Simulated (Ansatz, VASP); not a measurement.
One calculation of EuO, two programs

The input INCAR:

```
SYSTEM = EuO
PREC = Accurate
ENCUT = 600
EDIFF = 1E-6
ISMEAR = 0
SIGMA = 0.05
LREAL = .FALSE.
LASPH = .TRUE.
NELM = 200
ALGO = Normal
ISIF = 2
LWAVE = .FALSE.
LCHARG = .FALSE.
ISPIN = 2
MAGMOM = 7.39 -0.1
LORBIT = 11
LMAXMIX = 6
LDAU = .TRUE.
LDAUTYPE = 2
LDAUL = 3 -1
LDAUU = 6 0
LDAUJ = 0 0
LDAUPRINT = 1
GGA = PS
NBANDS = 22
GGA_COMPAT = .FALSE.
```

Contents of KPOINTS:

```
regular mesh
0
G
  8 8 8
  0 0 0
```

The input POSCAR:

```
EuO
1.0
    0.0000000000      2.5249485442      2.5249485442
    2.5249485442      0.0000000000      2.5249485442
    2.5249485442      2.5249485442      0.0000000000
Eu O
1 1
Direct
    0.5000000000      0.5000000000      0.5000000000
    0.0000000000      0.0000000000      0.0000000000
```

Input for Ansatz:

```yaml
crystal:
  lattice:
    - [0.0, 2.5249485442, 2.5249485442]
    - [2.5249485442, 0.0, 2.5249485442]
    - [2.5249485442, 2.5249485442, 0.0]
  atoms:
    - { symbol: Eu, position: [0.5, 0.5, 0.5], spin: 7.4 }
    - { symbol: O, position: [0.0, 0.0, 0.0] }
basis:
  ecutwfc: 420
  ecutrho_ratio: 4
kpoints:
  mp_grid: { grid: [8, 8, 8] }
hamiltonian:
  xc: pbesol
  hubbard:
    sites:
      - { species: Eu, l: f, u_eff: 6.0, starting_ns: start.occupation_matrices }
    ns_hold: { iters: 6 }
scf:
  occupations: { method: gaussian, width: 0.05 }
  lower_state_search: "off"
output:
  forces: true
  stress: true
  eigenvalues: true
  populations: true
  hubbard: { sites: [{ species: Eu, l: f }] }
magnetization:
  spin_polarized: true
```

Alike in both runs: task single point; functional PBEsol; k mesh 8 × 8 × 8; occupations gaussian, width 0.05 eV; collinear spin; Hubbard terms Eu f U = 6.0 eV.

|  | VASP | Ansatz |
| --- | --- | --- |
| version | VASP 6.6.1 | Ansatz 0.2.0 |
| potentials or method | VASP PAW PBE potentials, release 64 (Eu, O), cutoff 600 eV | scalar-relativistic, plane waves, PAW |
| valence electrons in the cell | 23 | 23 |

```csv
,VASP,Ansatz,Ansatz less VASP
gap on the k mesh at the Fermi level (eV),none,none,-
pressure (GPa),1.3,2.0,+0.70
net moment per atom (μB),3.50,3.50,0.000
size of the moment on the site where the two differ most (μB),0.10,0.09,-0.013
```

VASP's potentials were made for PBE, not for PBEsol. Site moments also hang on the region over which each program counts them. The programs project onto different local orbitals, so the same U acts differently, and such runs can settle in different states. A gap of «none» marks a metal or a gap that the smearing closes. Ansatz's warnings: filled band counts differ across k points.

Neither program's run includes spin-orbit coupling.
